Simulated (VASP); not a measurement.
# CuSb2 (P-3m1) in VASP: notebook

Runs on CuSb2. Level: PBE. Tasks: relaxation of shape and atoms at fixed volume, relaxation of cell and atoms.

All numbers are computed with VASP 6.6.1; they aren't measurements. Logs are shortened: lines on timing, memory, paths and dates and some standing lists are left out, and cuts for length are marked.

**1. The cell of the first run**

Symmetry: P-3m1, No. 164, trigonal system. The conventional cell has a = 3.963 Å, b = 3.963 Å, c = 4.852 Å, α = 90.00°, β = 90.00°, γ = 120.00°. Within 3.5 Å of Cu (site symmetry -3m) lie 6 Sb at 2.62 Å. Sb (site symmetry 3m) has 3 Cu at 2.62 Å and 6 Sb at 3.23 to 3.44 Å within 3.5 Å.

**2. Relaxation of shape and atoms at fixed volume, PBE (22.00 Å³/atom)**

File INCAR:

```
PREC = Accurate
ENCUT = 600
EDIFF = 1E-6
ISMEAR = 0
SIGMA = 0.05
LREAL = F
LASPH = T
NELM = 80
ALGO = Normal
ISIF = 4
LWAVE = F
LCHARG = F
GGA = PE
IBRION = 2
NSW = 60
EDIFFG = -0.01
```

File KPOINTS:

```
regular mesh
0
Gamma
  10 10 8
```

File POSCAR:

```
CuSb2
1.0
    3.9631192873      0.0000000000      0.0000000000
   -1.9815596436      3.4321619810      0.0000000000
    0.0000000000      0.0000000000      4.8520436798
Cu Sb
1 2
Direct
    0.0000000000      0.0000000000      0.0000000000
    0.3333333333      0.6666666667      0.2644950049
    0.6666666667      0.3333333333      0.7355049951
```

Potentials or basis: VASP PAW PBE potentials, release 64 (Cu, Sb).

On the command line:

```
$ cat potpaw_PBE.64/Cu/POTCAR potpaw_PBE.64/Sb/POTCAR > POTCAR
$ mpirun -np 1 vasp_std > vasp.out
```

OUTCAR:

```text
PREC = Accurate
   ENCUT = 600
   EDIFF = 1E-6
   ISMEAR = 0
   LREAL = F
   LASPH = T
   NELM = 80
   ISIF = 4
   GGA = PE
   IBRION = 2
   NSW = 60
   EDIFFG = -0.01

 ion  position               nearest neighbor table
   1  0.000  0.000  0.000-   2 2.62   3 2.62   2 2.62   3 2.62   3 2.62   2 2.62
   2  0.333  0.667  0.264-   1 2.62   1 2.62   1 2.62   3 3.23   3 3.23   3 3.23   3 3.44   3 3.44
                             3 3.44
   3  0.667  0.333  0.736-   1 2.62   1 2.62   1 2.62   2 3.23   2 3.23   2 3.23   2 3.44   2 3.44
                             2 3.44

  LATTYP: Found a hexagonal cell.
 ALAT       =     3.9631192873
 C/A-ratio  =     1.2242991765

  Lattice vectors:

 A1 = (   3.9631192873,   0.0000000000,   0.0000000000)
 A2 = (  -1.9815596436,   3.4321619810,   0.0000000000)
 A3 = (   0.0000000000,   0.0000000000,   4.8520436798)

Analysis of symmetry for initial positions (statically):
=====================================================================
 Subroutine PRICEL returns:
 Original cell was already a primitive cell.

 Routine SETGRP: Setting up the symmetry group for a
 hexagonal supercell.

 Subroutine GETGRP returns: Found 12 space group operations
 (whereof 12 operations were pure point group operations)
 out of a pool of 24 trial point group operations.

The static configuration has the point symmetry D_3d.

Analysis of symmetry for dynamics (positions and initial velocities):
=====================================================================
 Subroutine PRICEL returns:
 Original cell was already a primitive cell.

 Routine SETGRP: Setting up the symmetry group for a
 hexagonal supercell.

 Subroutine GETGRP returns: Found 12 space group operations
 (whereof 12 operations were pure point group operations)
 out of a pool of 24 trial point group operations.

The dynamic configuration has the point symmetry D_3d.

 Subroutine INISYM returns: Found 12 space group operations
 (whereof 12 operations are pure point group operations),
 and found     1 'primitive' translations

----------------------------------------------------------------------------------------

                                     Primitive cell

  volume of cell :      65.9978

[... 108 lines left out ...]
   IMIX   =      4    mixing-type and parameters
     AMIX     =   0.40;   BMIX     =  1.00
     AMIX_MAG =   1.60;   BMIX_MAG =  1.00
  volume/ion in A,a.u.               =      22.00       148.46
  Fermi-wavevector in a.u.,A,eV,Ry     =   1.117647  2.112047 16.995516  1.249135
  Thomas-Fermi vector in A             =   2.254272
   LORBIT       =      0    0 simple, 1 ext, 2 COOP (PROOUT), +10 PAW based schemes
   GGA     = PE    functional components
   LHFCALC =     F    Hartree Fock is set to
   AEXX    =    0.0000 exact exchange contribution
   IVDW    =     0    specifies the selected vdW correction
   LEPSILON=     F    determine dielectric tensor
   LRPA    =     F    only Hartree local field effects (RPA)
 conjugate gradient relaxation of ions
 non-spin polarized calculation
 Gauss-broadening in eV      SIGMA  =   0.05
  energy-cutoff  :      600.00
  volume of cell :       66.00
 maximum number of plane-waves:      2232
   NGX = 15   NGY = 15   NGZ = 19

--------------------------------------- Ionic step        1  -------------------------------------------

 number of electron      20.9999994 magnetization

 Free energy of the ion-electron system (eV)
  ---------------------------------------------------
  ext. energy  EPLUGINS =         0.00000000
  ---------------------------------------------------
  free energy    TOTEN  =       -11.69540842 eV

  energy without entropy =      -11.69371355  energy(sigma->0) =      -11.69456099

------------------------ aborting loop because EDIFF is reached ----------------------------------------

  FORCE on cell =-STRESS in cart. coord.  units (eV):
  Direction    XX          YY          ZZ          XY          YZ          ZX
  --------------------------------------------------------------------------------------
  -------------------------------------------------------------------------------------
  Total        1.6824653      1.6824653      1.6080527      0.0000000      0.0000000      0.0000000
  in kB       40.8438891     40.8438891     39.0374314      0.0000000      0.0000000      0.0000000
  external PRESSURE =      40.2417365 kB  Pullay stress =       0.0000000 kB
[... 61 lines left out ...]
--------------------------------------- Ionic step        3  -------------------------------------------

 number of electron      20.9999994 magnetization

 Free energy of the ion-electron system (eV)
  ---------------------------------------------------
  ext. energy  EPLUGINS =         0.00000000
  ---------------------------------------------------
  free energy    TOTEN  =       -11.69660599 eV

  energy without entropy =      -11.69413355  energy(sigma->0) =      -11.69536977

 E-fermi :   8.1567     XC(G=0): -10.5689

 val. band max:        8.1548613772   @ k =   0.3000   0.2000   0.0000
 cond. band min:       8.1691478139   @ k =   0.5000   0.0000   0.0000
 fundamental gap:      0.0142864367
 Fermi energy:         8.1567076539

 k-point     1 :       0.0000    0.0000    0.0000
  band No.  band energies     occupation
      1      -4.3373      2.00000
      2       0.8456      2.00000
      3       2.7952      2.00000
      4       3.9309      2.00000
      5       3.9309      2.00000
      6       4.6503      2.00000
      7       4.6503      2.00000
      8       5.3380      2.00000
      9       8.9887      0.00000
     10       8.9887      0.00000
     11       9.4664      0.00000
     12       9.4664      0.00000
     13      11.4994      0.00000
     14      13.0992      0.00000
[... 377 lines left out ...]
      1      -1.9597      2.00000
      2      -0.9314      2.00000
      3       2.9920      2.00000
      4       4.2146      2.00000
      5       4.2431      2.00000
      6       4.7006      2.00000
      7       4.7604      2.00000
      8       5.2114      2.00000
      9       5.7054      2.00000
     10       5.8343      2.00000
     11       6.7717      2.00000
     12       9.0365      0.00000
     13      11.0803      0.00000
     14      11.4522      0.00000

 [... further k-points ...]

------------------------ aborting loop because EDIFF is reached ----------------------------------------

  FORCE on cell =-STRESS in cart. coord.  units (eV):
  Direction    XX          YY          ZZ          XY          YZ          ZX
  --------------------------------------------------------------------------------------
  -------------------------------------------------------------------------------------
  Total        1.5446672      1.5446672      1.5413360      0.0000000      0.0000000     -0.0000000
  in kB       37.4986706     37.4986706     37.4178032      0.0000000      0.0000000     -0.0000000
  external PRESSURE =      37.4717148 kB  Pullay stress =       0.0000000 kB
[... 18 lines left out ...]
  FREE ENERGIE OF THE ION-ELECTRON SYSTEM (eV)
  ---------------------------------------------------
  free  energy   TOTEN  =       -11.6966059931 eV

  energy  without entropy=      -11.6941335530  energy(sigma->0) =      -11.69536977

 reached required accuracy - stopping structural energy minimisation
```

OSZICAR:

```text
N       E                     dE             d eps       ncg     rms          rms(c)
DAV:   1     0.120712581997E+03    0.12071E+03   -0.91897E+03  2632   0.164E+03
DAV:   2    -0.534111431111E+01   -0.12605E+03   -0.12283E+03  2782   0.294E+02
DAV:   3    -0.129738652891E+02   -0.76328E+01   -0.73635E+01  3490   0.801E+01
DAV:   4    -0.131620748898E+02   -0.18821E+00   -0.18684E+00  2932   0.116E+01
[... 22 lines left out ...]
DAV:   2    -0.116967482432E+02   -0.72752E-05   -0.30903E-03  3490   0.713E-01    0.830E-02
DAV:   3    -0.116966672412E+02    0.81002E-04   -0.52040E-04  3612   0.784E-01    0.635E-02
DAV:   4    -0.116966072494E+02    0.59992E-04   -0.26417E-04  3160   0.556E-01    0.754E-03
DAV:   5    -0.116966064655E+02    0.78391E-06   -0.16347E-05  3280   0.364E-02    0.429E-03
DAV:   6    -0.116966059931E+02    0.47244E-06   -0.25046E-06  2256   0.163E-02
   3 F= -.11696606E+02 E0= -.11695370E+02  d E =-.119757E-02
```

CONTCAR:

```text
CuSb2
   1.00000000000000
     3.9684787425194901    0.0000000000052889    0.0000000000000000
    -1.9842393712050970    3.4368034053623640   -0.0000000000000001
     0.0000000000000000    0.0000000000000000    4.8389470989669316
  Cu              Sb
     1     2
Direct
     0.0000000000000000    1.0000000000000000    1.0000000000000000
     0.3333333332999970    0.6666666667000030    0.2672015689579346
     0.6666666667000030    0.3333333332999970    0.7327984310420654

  0.00000000E+00  0.00000000E+00  0.00000000E+00
  0.00000000E+00  0.00000000E+00  0.00000000E+00
  0.00000000E+00  0.00000000E+00  0.00000000E+00
```

It took 70 s on 1 thread of Intel Xeon 6975P-C (Granite Rapids), shared host; peak memory 0.28 GiB.

What came out:

```yaml
Free_energy: -11.6966 eV
Energy_gained_by_relaxing: 0.4 meV/atom
Ionic_steps: 3
Pressure_after_relaxing: 3.7 GPa
Largest_force_after_relaxing: 0.007 eV/Å
Band_gap_on_the_k_mesh: zero (an odd number of electrons rules out a gap without spin polarisation)
```

Forces on the atoms (eV/Å):
```
Cu   0.000  0.000  0.000
Sb   0.000  0.000  0.007
Sb   0.000  0.000 -0.007
```

Step by step:
```tsv
step	energy change (eV)	largest force (eV/Å)	pressure (GPa)	volume (Å³)
1	0.0000	0.0804	4.02	66.00
2	-0.0006	0.0568	3.89	66.00
3	-0.0012	0.0070	3.75	66.00
```

Final structure:
```xyz
3
Lattice="3.9685 0.0000 0.0000 -1.9842 3.4368 0.0000 0.0000 0.0000 4.8389" Properties=species:S:1:pos:R:3 pbc="T T T"
Cu   -1.9842    3.4368    4.8389
Sb    0.0000    2.2912    1.2930
Sb    1.9842    1.1456    3.5460
```

Levels at points of the mesh, in eV from the Fermi level:
| k point | band 9 | band 10 | band 11 | band 12 | band 13 | band 14 |
| --- | --- | --- | --- | --- | --- | --- |
| (0.00, 0.00, 0.00) | 0.83 | 0.83 | 1.31 | 1.31 | 3.34 | 4.94 |
| (0.50, 0.00, 0.00) | -2.43 | -2.31 | -1.69 | 0.01 | 3.08 | 3.54 |
| (0.00, 0.00, 0.50) | 0.57 | 0.57 | 0.93 | 2.25 | 2.25 | 4.94 |
| (0.50, 0.00, 0.50) | -3.21 | -0.95 | 0.24 | 1.05 | 1.48 | 6.12 |

Caveat: spin-orbit coupling is left out, which moves the levels of the heavy elements.

**3. Relaxation of cell and atoms, PBE**

This run uses another cell than the first one, of 20.84 Å³/atom.

File INCAR:

```
ALGO = Normal
EDIFF = 1E-7
EDIFFG = -0.01
ENCUT = 600
GGA = PE
IBRION = 2
ISIF = 3
ISMEAR = 0
LASPH = T
LCHARG = F
LREAL = F
LWAVE = F
NELM = 100
NSW = 80
PREC = Accurate
SIGMA = 0.05
```

File KPOINTS:

```
k-points
0
Gamma
  12 12 6
```

File POSCAR:

```
CuSb2
1.0
    3.5503837123      0.0000000000      0.0000000000
   -1.7751918562      3.0747224880      0.0000000000
    0.0000000000      0.0000000000      5.7275058001
Cu Sb
1 2
Direct
    0.0000000000      0.0000000000      0.0000000000
    0.3333333333      0.6666666667      0.2520000000
    0.6666666667      0.3333333333      0.7480000000
```

Potentials or basis: VASP PAW PBE potentials, release 64 (Cu, Sb).

On the command line:

```
$ cat potpaw_PBE.64/Cu/POTCAR potpaw_PBE.64/Sb/POTCAR > POTCAR
$ mpirun -np 1 vasp_std > vasp.out
```

Wall time 9.1 min (1 thread of Intel Xeon 6975P-C (Granite Rapids), shared host); peak memory 0.28 GiB.

The run converged. Its results:

```yaml
Free_energy: -11.7325 eV
Relaxed_volume: 23.20 Å³/atom
Relaxed_cell: a = 4.019 Å, b = 4.019 Å, c = 4.975 Å, α = 90.00°, β = 90.00°, γ = 120.00°
Space_group_after_relaxing_to_0.1_Å: P-3m1 (No. 164)
Energy_gained_by_relaxing: 236.2 meV/atom
Ionic_steps: 18
Pressure_after_relaxing: 0.0 GPa
Band_gap_on_the_k_mesh: zero (an odd number of electrons rules out a gap without spin polarisation)
```

Step by step:
| step | energy change (eV) | largest force (eV/Å) | pressure (GPa) | volume (Å³) |
| --- | --- | --- | --- | --- |
| 1 | 0.0000 | 1.4118 | 14.38 | 62.52 |
| 2 | -0.2586 | 0.3671 | -6.89 | 80.93 |
| 3 | -0.4653 | 0.1123 | -1.04 | 72.40 |
| 4 | -0.4652 | 0.1289 | -0.77 | 72.20 |
| 5 | -0.5242 | 0.1345 | -0.59 | 71.53 |
| 6 | -0.6775 | 0.0722 | 0.55 | 69.16 |
| 7 | -0.3911 | 0.0133 | 8.68 | 62.62 |
| 8 | -0.6961 | 0.0447 | 1.69 | 67.79 |
| 9 | -0.6953 | 0.0420 | 2.09 | 67.46 |
| 10 | -0.6738 | 0.1978 | -2.48 | 71.81 |
| 11 | -0.7063 | 0.0571 | 0.27 | 69.03 |
| 12 | -0.7063 | 0.0592 | 0.22 | 69.06 |
| 13 | -0.7075 | 0.0492 | 0.02 | 69.29 |
| 14 | -0.7079 | 0.0428 | -0.13 | 69.53 |
| 15 | -0.7081 | 0.0056 | 0.23 | 69.30 |
| 16 | -0.7082 | 0.0188 | 0.09 | 69.38 |
| 17 | -0.7084 | 0.0078 | 0.04 | 69.51 |
| 18 | -0.7085 | 0.0005 | 0.00 | 69.61 |

Final structure:
```xyz
3
Lattice="4.0194 0.0000 0.0000 -2.0097 3.4809 0.0000 0.0000 0.0000 4.9753" Properties=species:S:1:pos:R:3 pbc="T T T"
Cu    0.0000    0.0000    0.0000
Sb    0.0000    2.3206    1.3001
Sb    2.0097    1.1603    3.6753
```

Levels at points of the mesh, in eV from the Fermi level:
```tsv
k point	band 9	band 10	band 11	band 12	band 13	band 14
(0.00, 0.00, 0.00)	0.87	0.87	1.24	1.24	3.43	4.52
(0.50, 0.00, 0.00)	-2.34	-2.30	-1.77	0.05	3.02	3.22
(0.00, 0.00, 0.50)	0.56	0.61	0.61	2.06	2.06	4.94
(0.50, 0.00, 0.50)	-3.13	-1.02	0.37	1.01	1.33	5.67
```

Caveat: spin-orbit coupling is left out, which moves the levels of the heavy elements.

**4. Relaxation of shape and atoms at fixed volume, PBE (22.35 Å³/atom)**

This run uses another cell than the first one, of 22.35 Å³/atom.

File INCAR:

```
  PREC = Accurate
  ENCUT = 600
  EDIFF = 1E-7
  ISMEAR = 0
  SIGMA = 0.05
  LREAL = F
  LASPH = T
  NELM = 100
  ALGO = Normal
  ISIF = 4
  LWAVE = F
  LCHARG = F
  GGA = PE
  IBRION = 2
  NSW = 60
  EDIFFG = -0.01
```

File KPOINTS:

```
regular mesh
0
Gamma
  10 10 8
```

File POSCAR:

```
CuSb2
1.0
    3.9810936656      0.0000000000      0.0000000000
   -1.9905468328      3.4477282493      0.0000000000
    0.0000000000      0.0000000000      4.8846519519
Cu Sb
1 2
Direct
    0.0000000000      0.0000000000      0.0000000000
    0.3333333333      0.6666666667      0.2617880928
    0.6666666667      0.3333333333      0.7382119072
```

On the command line:

```
$ cat potpaw_PBE.64/Cu/POTCAR potpaw_PBE.64/Sb/POTCAR > POTCAR
$ mpirun -np 1 vasp_std > vasp.out
```

Wall time 72 s (1 thread of Intel Xeon 6975P-C (Granite Rapids), shared host); peak memory 0.29 GiB.

It converged, with:

```yaml
Free_energy: -11.7170 eV
Energy_gained_by_relaxing: 0.6 meV/atom
Ionic_steps: 3
Pressure_after_relaxing: 2.6 GPa
Largest_force_after_relaxing: 0.008 eV/Å
Band_gap_on_the_k_mesh: zero (an odd number of electrons rules out a gap without spin polarisation)
```

Forces on the atoms (eV/Å):
```
Cu   0.000  0.000  0.000
Sb   0.000  0.000  0.008
Sb   0.000  0.000 -0.008
```

The path:
| step | energy change (eV) | largest force (eV/Å) | pressure (GPa) | volume (Å³) |
| --- | --- | --- | --- | --- |
| 1 | 0.0000 | 0.1038 | 2.87 | 67.05 |
| 2 | -0.0009 | 0.0708 | 2.76 | 67.05 |
| 3 | -0.0018 | 0.0077 | 2.55 | 67.05 |

Final structure:
```yaml
crystal:
  lattice:
    - [3.98687, 0.00000, 0.00000]
    - [-1.99343, 3.45273, 0.00000]
    - [0.00000, 0.00000, 4.87051]
  atoms:
    - { symbol: Cu, position: [0.00000, 0.00000, 0.00000] }
    - { symbol: Sb, position: [0.33333, 0.66667, 0.26496] }
    - { symbol: Sb, position: [0.66667, 0.33333, 0.73504] }
```

Levels at points of the mesh, in eV from the Fermi level:
| k point | band 9 | band 10 | band 11 | band 12 | band 13 | band 14 |
| --- | --- | --- | --- | --- | --- | --- |
| (0.00, 0.00, 0.00) | 0.85 | 0.85 | 1.29 | 1.29 | 3.37 | 4.82 |
| (0.50, 0.00, 0.00) | -2.38 | -2.32 | -1.69 | 0.05 | 3.07 | 3.46 |
| (0.00, 0.00, 0.50) | 0.59 | 0.59 | 0.83 | 2.19 | 2.19 | 4.94 |
| (0.50, 0.00, 0.50) | -3.17 | -0.98 | 0.30 | 1.06 | 1.44 | 6.03 |

Caveat: spin-orbit coupling is left out, which moves the levels of the heavy elements.

[end of part 1 of 2]
